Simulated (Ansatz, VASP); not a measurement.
**One calculation of Hf, two programs**

Contents of INCAR:

```
ALGO = Normal
EDIFF = 1E-7
ENCUT = 520
GGA = RP
ISIF = 2
ISMEAR = -1
LASPH = T
LCHARG = T
LELF = T
LREAL = F
LVHAR = T
LWAVE = F
NBANDS = 28
NELM = 80
PREC = Accurate
SIGMA = 0.1
```

KPOINTS

```
k-points
0
Gamma
  13 13 4
```

File POSCAR:

```
Hf
1.0
    3.2704145624      0.0000000000      0.0000000000
   -1.6352072812      2.8322620919      0.0000000000
    0.0000000000      0.0000000000     10.4659163364
Hf
4
Direct
    1.0000000000      1.0000000000      0.0000000000
    0.0000000000      1.0000000000      0.5000000000
    0.3333333333      0.6666666667      0.2500000000
    0.6666666667      0.3333333333      0.7500000000
```

Input for Ansatz:

```yaml
crystal:
  lattice:
    - [3.2704145624, 0.0, 0.0]
    - [-1.6352072812, 2.8322620919, 0.0]
    - [0.0, 0.0, 10.4659163364]
  atoms:
    - { symbol: Hf, position: [1.0, 1.0, 0.0] }
    - { symbol: Hf, position: [0.0, 1.0, 0.5] }
    - { symbol: Hf, position: [0.3333333333, 0.6666666667, 0.25] }
    - { symbol: Hf, position: [0.6666666667, 0.3333333333, 0.75] }
hamiltonian:
  xc: rpbe
  pseudopotentials:
    kind: paw
    azcp:
      Hf: "pseudopotentials/Hf.paw.azcp"
basis:
  ecutwfc: 420
  fft_grid_basis: typed
kpoints:
  mp_grid: { grid: [13, 13, 4], shift: [0, 0, 0] }
magnetization:
  spin_polarized: false
scf:
  occupations: { method: fermi_dirac, width: 0.1 }
  lower_state_search: "off"
output:
  stress: true
```

Alike in both runs: task single point; functional RPBE; k mesh 13 × 13 × 4; occupations fermi-dirac, width 0.1 eV; no spin polarisation.

|  | VASP | Ansatz |
| --- | --- | --- |
| version | VASP 6.6.1 | Ansatz 0.2.0 |
| potentials or method | VASP PAW PBE potentials, release 64 (Hf_pv), cutoff 520 eV | plane waves (420 eV) with PAW, scalar-relativistic |
| valence electrons in the cell | 40 | 104 |

VASP gave:

* pressure (GPa): -4.2
* traceless stress, the component that is largest in VASP (GPa): 0.03

**Question.** What did Ansatz give for the same quantities?

**Answer.** Pressure (GPa): -3.7; traceless stress, the component that is largest in VASP (GPa): 0.07.

VASP's potentials were made for PBE, not for RPBE. The functional is the same, so the differences come from potentials, cutoffs and numerics. VASP's potentials hold 40 valence electrons a cell and Ansatz's 104, so a difference there can come from the potentials and not from the codes.

Spin-orbit coupling is off throughout.
